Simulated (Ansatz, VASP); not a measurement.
One calculation of NaCl, two programs

File INCAR:

```
SYSTEM = NaCl
ALGO     = Normal         ! electronic algorithm
EDIFF    = 1E-7           ! SCF threshold, eV
EDIFFG   = -0.01          ! ionic threshold
ENCUT    = 600            ! plane-wave cutoff, eV
GGA      = RE             ! functional
IBRION   = 2              ! ionic algorithm
ISIF     = 3              ! what is computed and relaxed
ISMEAR   = -1             ! smearing method
IVDW     = 12             ! dispersion correction
LASPH    = .TRUE.         ! aspherical terms in the spheres
LCHARG   = .FALSE.        ! write CHGCAR
LREAL    = .FALSE.        ! projectors in reciprocal space
LWAVE    = .FALSE.        ! write WAVECAR
NELM     = 100            ! most SCF steps
NSW      = 60             ! ionic steps
PREC     = Accurate       ! precision mode
SIGMA    = 0.05           ! smearing width, eV
```

The input KPOINTS:

```
k-points
0
G
  8 8 8
  0 0 0
```

File POSCAR:

```
NaCl
1.0
    3.5021900000      0.0000000000      0.0000000000
    0.0000000000      3.5021900000      0.0000000000
    0.0000000000      0.0000000000      3.5021900000
Cl Na
1 1
Direct
    0.5000000000      0.5000000000      0.5000000000
    0.0000000000      0.0000000000      0.0000000000
```

The input input.yaml:

```yaml
crystal:
  lattice:
    - [3.50219, 0.0, 0.0]
    - [0.0, 3.50219, 0.0]
    - [0.0, 0.0, 3.50219]
  atoms:
    - { symbol: Cl, position: [0.5, 0.5, 0.5] }
    - { symbol: Na, position: [0.0, 0.0, 0.0] }
hamiltonian:
  xc: revpbe
  pseudopotentials: { kind: paw }
  dispersion: d3bj
kpoints:
  mp_grid: { grid: [8, 8, 8] }
scf:
  occupations: { method: fermi_dirac, width: 0.05 }
output:
  forces: true
  stress: true
  eigenvalues: true
  write_density: true
  write_potential: true
  elf: true
  volumetric_format: npy
relax:
  f_tol: 0.01
  max_steps: 40
  cell: { stress_tol: 0.05 }
```

Alike in both runs: task relaxation of cell and atoms; functional revPBE; dispersion D3(BJ); k mesh 8 × 8 × 8; occupations fermi-dirac, width 0.05 eV; no spin polarisation.

```csv
,VASP,Ansatz
version,VASP 6.6.1,Ansatz 0.2.0
potentials or method,"VASP PAW PBE potentials, release 64 (Cl, Na_pv)",Ansatz PAW
plane-wave cutoff (eV),600,420
valence electrons in the cell,14,16
```

Ansatz gave:

```
gap on the k mesh at the Fermi level, each at its own relaxed structure (eV) : 4.44
relaxed volume (Å³/atom)                                                     : 20.29
relaxed cell length with the largest relative difference (Å)                 : 3.436
```

Q: Which values does VASP return?

A: gap on the k mesh at the Fermi level, each at its own relaxed structure (eV): 4.44; relaxed volume (Å³/atom): 20.33; relaxed cell length with the largest relative difference (Å): 3.439.

VASP's potentials were made for PBE, not for revPBE. VASP's potentials hold 14 valence electrons a cell and Ansatz's 16, so a difference there can come from the potentials and not from the codes.

Noted on Ansatz's run: the plane-wave basis is chosen anew once the cell has moved, so the energies of steps on either side of that aren't comparable.
